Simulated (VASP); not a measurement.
A run of VASP 6.6.1 is set up as follows.

INCAR

```
SYSTEM = Co
  PREC = Accurate
  ENCUT = 600
  EDIFF = 1E-6
  ISMEAR = 0
  SIGMA = 0.1
  LREAL = .False.
  LASPH = .True.
  NELM = 150
  ALGO = Normal
  ISIF = 4
  LWAVE = .False.
  LCHARG = .False.
  ISPIN = 2
  MAGMOM = 1.81 1.83 1.81 1.83
  LORBIT = 11
  LMAXMIX = 4
  GGA = PS
  IBRION = 2
  NSW = 50
  EDIFFG = -0.01
  KPAR = 4
```

The input KPOINTS:

```
Automatic mesh
0
Gamma
  18 18 6
  0 0 0
```

POSCAR

```
Co
1.0
    2.4304092629      0.0000000000      0.0000000000
   -1.2152046315      2.1047961633      0.0000000000
    0.0000000000      0.0000000000      7.8843824204
Co
4
Direct
    0.0000000000      0.0000000000      0.0000000000
    0.3333333333      0.6666666667      0.2500000000
    0.0000000000      0.0000000000      0.5000000000
    0.6666666667      0.3333333333      0.7500000000
```

Potentials or basis: VASP PAW PBE potentials, release 64 (Co).

The run is started by

```bash
$ cat potpaw_PBE.64/Co/POTCAR > POTCAR
$ mpirun -np 4 vasp_std > vasp.out
```

(1) What does it give for the site moments?

(2) What does it give for the net moment?

Answers

(1) Co +1.56, +1.58 (each value once) μB.

(2) 6.28 μB per cell.
